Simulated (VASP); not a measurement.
**EuO: single point with r2SCAN+rVV10+U**

The system is EuO.

```
Eu O
1.0
     0.00000    2.56309    2.56309
     2.56309    0.00000    2.56309
     2.56309    2.56309    0.00000
Eu O
1 1
Cartesian
  2.5631 2.5631 2.5631
  0.0000 0.0000 0.0000
```

| Quantity | Value |
| --- | --- |
| Program | VASP 6.6.1 |
| Task | single point |
| Functional | r2SCAN |
| Dispersion | rVV10 |
| Potentials or basis | VASP PAW PBE potentials, release 64 (Eu, O) |
| Cutoff | 800 eV |
| k mesh | 8 × 8 × 8 |
| Occupations | gaussian, width 0.05 eV |
| Spin | collinear spin |
| Starting moments | [7.45, -0.11] μB |
| Hubbard terms | Eu f U = 4.0 eV |
| Dipole correction | no |
| Further INCAR settings | ALGO = Normal; EDIFF = 1e-06; NBANDS = 22 |

| Quantity | Value |
| --- | --- |
| Pressure | -2.3 GPa |
| Band gap on the k mesh | zero (filled and empty bands overlap) |
| Net moment | 7.00 μB per cell |
| Site moments | Eu +6.62; O -0.11 μB |
| Valence electrons inside the program's atomic spheres | Eu 14.96; O 4.99 |

Levels at points of the mesh, in eV from the Fermi level:
Spin up:
```
           k point  band 12  band 13  band 14  band 15  band 16  band 17  band 18  band 19
(0.00, 0.00, 0.00)    -0.42     0.02     0.02     0.02     0.81     2.66     2.66     2.66
(0.50, 0.00, 0.00)    -0.43    -0.43    -0.41    -0.38     3.33     5.49     5.49     5.95
(0.50, 0.50, 0.00)    -0.53    -0.37    -0.36    -0.13    -0.13     4.59     6.94     7.75
```
Spin down:
```
           k point  band 6  band 7  band 8  band 9  band 10  band 11
(0.00, 0.00, 0.00)   -3.36   -3.36   -3.36    1.78     3.77     3.77
(0.50, 0.00, 0.00)   -5.38   -4.50   -4.50    3.99     6.25     6.72
(0.50, 0.50, 0.00)   -3.35   -3.29   -3.29    0.55     5.70     7.73
```

Eigenvalues of the final occupation matrices:
```tsv
site	spin	trace	eigenvalues
site 1 f	1	6.78	0.95 0.97 0.97 0.97 0.97 0.97 0.97
site 1 f	2	0.02	0.00 0.00 0.00 0.00 0.00 0.00 0.00
```

Wall time 4.1 min on 1 thread of Oxide Virtual Turin-like Processor, with other jobs on the host, peak memory 0.45 GiB.

Caveat: the PAW data sets were made with another functional, which shifts forces and pressure a little; spin-orbit coupling is left out, which moves the levels of the heavy elements; a cell with one magnetic atom can't hold antiferromagnetic order, which such compounds often take.
